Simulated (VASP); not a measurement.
A run of VASP 6.6.1 is set up as follows.

The input POSCAR:

```
Ti
1.0
    2.9364061089      0.0000000000      0.0000000000
   -1.4682030544      2.5430022862      0.0000000000
    0.0000000000      0.0000000000      4.6438230401
Ti
2
Direct
    0.3333333333      0.6666666667      0.7500000000
    0.6666666667      0.3333333333      0.2500000000
```

INCAR.step1

```
SYSTEM = Ti
PREC     = Accurate       ! precision mode
ENCUT    = 520            ! plane-wave cutoff, eV
ISMEAR   = 0              ! smearing method
SIGMA    = 0.05           ! smearing width, eV
LREAL    = .FALSE.        ! projectors in reciprocal space
LASPH    = .TRUE.         ! aspherical terms in the spheres
NELM     = 100            ! most SCF steps
NBANDS   = 19             ! bands
GGA      = PE             ! functional
ALGO     = Normal         ! electronic algorithm
EDIFF    = 1E-4           ! SCF threshold, eV
LWAVE    = .TRUE.         ! write WAVECAR
LCHARG   = .FALSE.        ! write CHGCAR
```

Contents of INCAR.step2:

```
SYSTEM = Ti
PREC     = Accurate       ! precision mode
ENCUT    = 520            ! plane-wave cutoff, eV
EDIFF    = 1E-6           ! SCF threshold, eV
ISMEAR   = 0              ! smearing method
SIGMA    = 0.05           ! smearing width, eV
LREAL    = .FALSE.        ! projectors in reciprocal space
LASPH    = .TRUE.         ! aspherical terms in the spheres
NELM     = 100            ! most SCF steps
ALGO     = Normal         ! electronic algorithm
ISIF     = 2              ! what is computed and relaxed
LWAVE    = .FALSE.        ! write WAVECAR
LCHARG   = .FALSE.        ! write CHGCAR
METAGGA  = R2SCAN         ! meta-GGA
LMIXTAU  = .TRUE.       
NBANDS   = 19             ! bands
ISTART   = 1
```

KPOINTS

```
Automatic mesh
0
G
  16 16 10
  0 0 0
```

Potentials or basis: VASP PAW PBE potentials, release 64 (Ti_sv).

The run is started by

```sh
$ cat potpaw_PBE.64/Ti_sv/POTCAR > POTCAR
$ cp INCAR.step1 INCAR
$ mpirun -np 1 vasp_std > vasp.out
$ cp INCAR.step2 INCAR
$ mpirun -np 1 vasp_std > vasp.out
```

Question: Estimate the pressure.

Answer: 0.2 GPa.

Question: Estimate the band gap on the k mesh.

Answer: Zero (bands 12 and 13 overlap by 1.22 eV).

Caveat: the PAW data sets were made with another functional, which shifts forces and pressure a little.
